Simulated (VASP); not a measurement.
Here is a VASP 6.6.1 calculation.

The input INCAR:

```
PREC     = Accurate       # precision mode
ENCUT    = 520            # plane-wave cutoff, eV
EDIFF    = 1E-7           # SCF threshold, eV
ISMEAR   = -1             # smearing method
SIGMA    = 0.05           # smearing width, eV
LREAL    = Auto         
LASPH    = T              # aspherical terms in the spheres
NELM     = 100            # most SCF steps
ALGO     = Normal         # electronic algorithm
ISIF     = 2              # what is computed and relaxed
LWAVE    = F              # write WAVECAR
LCHARG   = F              # write CHGCAR
GGA      = PS             # functional
IVDW     = 12             # dispersion correction
NBANDS   = 84             # bands
```

Contents of KPOINTS:

```
Automatic mesh
0
Gamma
  4 4 2
```

File POSCAR:

```
Ta3AsAu2O13
1.0
    5.3280099658      0.0000000000      0.0000000000
   -2.6640049829      4.6141919820      0.0000000000
    0.0000000000      0.0000000000      9.4413940239
Ta As Au O
3 1 2 13
Direct
    0.0000000000      0.0000000000      0.1965641842
    0.0000000000      0.0000000000      0.8034358158
    0.6666666667      0.3333333333      0.0000000000
    0.0000000000      0.0000000000      0.5000000000
    0.3333333333      0.6666666667      0.2690395089
    0.3333333333      0.6666666667      0.7309604911
    0.0000000000      0.0000000000      0.0000000000
    0.2436763999      0.9684270281      0.3649960048
    0.0315729719      0.2752493718      0.3649960048
    0.7247506282      0.7563236001      0.3649960048
    0.2436763999      0.9684270281      0.6350039952
    0.0315729719      0.2752493718      0.6350039952
    0.7247506282      0.7563236001      0.6350039952
    0.3866386771      0.3431472496      0.8580200095
    0.6568527504      0.0434914276      0.8580200095
    0.9565085724      0.6133613229      0.8580200095
    0.3866386771      0.3431472496      0.1419799905
    0.6568527504      0.0434914276      0.1419799905
    0.9565085724      0.6133613229      0.1419799905
```

Potentials or basis: VASP PAW PBE potentials, release 64 (Ta_pv, As, Au, O).

The run is started by

```bash
$ cat potpaw_PBE.64/Ta_pv/POTCAR potpaw_PBE.64/As/POTCAR potpaw_PBE.64/Au/POTCAR potpaw_PBE.64/O/POTCAR > POTCAR
$ mpirun -np 1 vasp_std > vasp.out
```

(1) Predict the largest force.

(2) What does it give for the band gap on the k mesh?

(3) What does it give for the dispersion energy per atom?

Results:

(1) 0.098 eV/Å.

(2) zero (band 69 reaches 3.70 eV, above the bottom of band 70 at 3.68 eV).

(3) -0.185 eV.

Caveat: the PAW data sets were made with another functional, which shifts forces and pressure a little; spin-orbit coupling is left out, which moves the levels of the heavy elements.
